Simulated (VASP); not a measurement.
Write the native input for VASP 6.6.1 that does the following.

| Quantity | Value |
| --- | --- |
| Task | single point |
| Functional | r2SCAN |
| Potentials or basis | VASP PAW PBE potentials, release 64 (Mg) |
| Cutoff | 580 eV |
| k mesh | 10 × 8 × 8 |
| Occupations | gaussian, width 0.1 eV |
| Spin | no spin polarisation |
| Dipole correction | no |
| Further INCAR settings | ALGO = Normal; EDIFF = 1e-06; NBANDS = 10 |

The system is Mg.

```
CELL_PARAMETERS angstrom
3.17062 0.00000 0.00000
0.00000 4.83558 0.00000
0.00000 0.00000 5.17116
ATOMIC_POSITIONS crystal
Mg 0.00000 0.00000 0.67435
Mg 0.00000 0.50000 0.32010
Mg 0.50000 0.50000 0.83541
```

These files were run (other wordings do the same):

POSCAR

```
Mg
1.0
    3.1706195500      0.0000000000      0.0000000000
    0.0000000000      4.8355762500      0.0000000000
    0.0000000000      0.0000000000      5.1711574100
Mg
3
Direct
    0.0000000000      0.0000000000      0.6743506400
    0.0000000000      0.5000000000      0.3201014700
    0.5000000000      0.5000000000      0.8354116700
```

INCAR.step1

```
SYSTEM = Mg
PREC = Accurate ; ENCUT = 580
ISMEAR = 0 ; SIGMA = 0.1
LREAL = .False. ; LASPH = .True.
NELM = 120 ; NBANDS = 10
GGA = PE ; ALGO = Normal
EDIFF = 1E-5 ; LWAVE = .True.
LCHARG = .False. ; GGA_COMPAT = .False.
```

INCAR.step2

```
SYSTEM = Mg
PREC = Accurate ; ENCUT = 580
EDIFF = 1E-6 ; ISMEAR = 0
SIGMA = 0.1 ; LREAL = .False.
LASPH = .True. ; NELM = 120
ALGO = Normal ; ISIF = 2
LWAVE = .False. ; LCHARG = .False.
METAGGA = R2SCAN ; LMIXTAU = .True.
NBANDS = 10 ; ISTART = 1
GGA_COMPAT = .False.
```

KPOINTS

```
Automatic mesh
0
Gamma
  10 8 8
  0 0 0
```

Potentials or basis: VASP PAW PBE potentials, release 64 (Mg).

Command:

```console
$ cat potpaw_PBE.64/Mg/POTCAR > POTCAR
$ cp INCAR.step1 INCAR
$ mpirun -np 1 vasp_std > vasp.out
$ cp INCAR.step2 INCAR
$ mpirun -np 1 vasp_std > vasp.out
```

Results of the run:

```
Pressure               : 1.2 GPa
Largest force          : 0.182 eV/Å
Band gap on the k mesh : zero (bands 3 and 4 overlap by 3.73 eV)
```

Caveat: the PAW data sets were made with another functional, which shifts forces and pressure a little.

It took 8 min on 1 thread of Intel Xeon 8259CL, on a shared host, peak memory 0.3 GiB.
